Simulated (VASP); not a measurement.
The system is CdO2.

```xyz
3
Lattice="3.4762 0.0000 0.0000 -1.7381 3.0105 0.0000 0.0000 0.0000 4.1481" Properties=species:S:1:pos:R:3 pbc="T T T"
Cd    0.0000    0.0000    0.0000
O     1.7381    1.0035    3.1350
O     0.0000    2.0070    1.0130
```

Base run:

```yaml
Program: VASP 6.6.1
Functional: r2SCAN
Potentials_or_basis: VASP PAW PBE potentials, release 64 (Cd, O)
Cutoff: 520 eV
k_mesh: 9 × 9 × 7
Occupations: fermi-dirac, width 0.025 eV
Spin: no spin polarisation
```

Its results: band gap on the k mesh zero (band 12 reaches -0.62 eV, above the bottom of band 13 at -1.55 eV); pressure -8.5 GPa; largest force 0.111 eV/Å.

Q: The run is repeated on the same cell with these changes: occupations from fermi-dirac, width 0.025 eV to fermi-dirac, width 0.15 eV. What comes out?

A: Band gap on the k mesh zero (band 12 reaches -0.60 eV, above the bottom of band 13 at -1.53 eV); pressure -7.6 GPa; largest force 0.182 eV/Å.

Caveats: the PAW data sets were made with another functional, which shifts forces and pressure a little.
